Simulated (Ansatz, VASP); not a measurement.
## Rb in VASP and in Ansatz

```
Rb
1.0
     0.00000    3.57301    3.57301
     3.57301    0.00000    3.57301
     3.57301    3.57301    0.00000
Rb
1
Direct
  0.00000 0.00000 0.00000
```

Alike in both runs: task relaxation of cell and atoms; functional PBE; k mesh 10 × 10 × 10; occupations fermi-dirac, width 0.08 eV; no spin polarisation.

|  | VASP | Ansatz |
| --- | --- | --- |
| version | VASP 6.6.1 | Ansatz 0.2.0 |
| potentials or method | VASP PAW PBE potentials, release 64 (Rb_sv) | PAW with Ansatz's default frozen-core files, scalar-relativistic |
| plane-wave cutoff (eV) | 600 | 420 |
| valence electrons in the cell | 9 | 9 |

```tsv
	VASP	Ansatz	Ansatz less VASP
relaxed volume (Å³/atom)	91.32	91.23	-0.092
relaxed cell length with the largest relative difference (Å)	5.055	5.053	-0.0017
```
